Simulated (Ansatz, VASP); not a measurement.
## CdSe in VASP and in Ansatz

```xyz
2
Lattice="0.0000 3.0703 3.0703 3.0703 0.0000 3.0703 3.0703 3.0703 0.0000" Properties=species:S:1:pos:R:3 pbc="T T T"
Cd    0.0000    0.0000    0.0000
Se    1.5351    1.5351    1.5351
```

Alike in both runs: task relaxation of cell and atoms; functional PBE; dispersion D4; k mesh 8 × 8 × 8; occupations fermi-dirac, width 0.05 eV; no spin polarisation.

|  | VASP | Ansatz |
| --- | --- | --- |
| version | VASP 6.6.1 | Ansatz 0.2.0 |
| potentials or method | VASP PAW PBE potentials, release 64 (Cd, Se) | Ansatz PAW |
| plane-wave cutoff (eV) | 600 | 420 |
| valence electrons in the cell | 18 | 36 |

VASP gave:

| Property | Result |
| --- | --- |
| gap on the k mesh at the Fermi level, each at its own relaxed structure (eV) | 0.57 |
| relaxed volume (Å³/atom) | 28.70 |
| relaxed cell length with the largest relative difference (Å) | 4.330 |

Question: Which values does Ansatz return?

Answer: gap on the k mesh at the Fermi level, each at its own relaxed structure (eV): 0.58; relaxed volume (Å³/atom): 28.55; relaxed cell length with the largest relative difference (Å): 4.323.

VASP's potentials hold 18 valence electrons a cell and Ansatz's 36, so a difference there can come from the potentials and not from the codes.

Noted on Ansatz's run: the plane-wave basis is chosen anew once the cell has moved, so the energies of steps on either side of that aren't comparable.
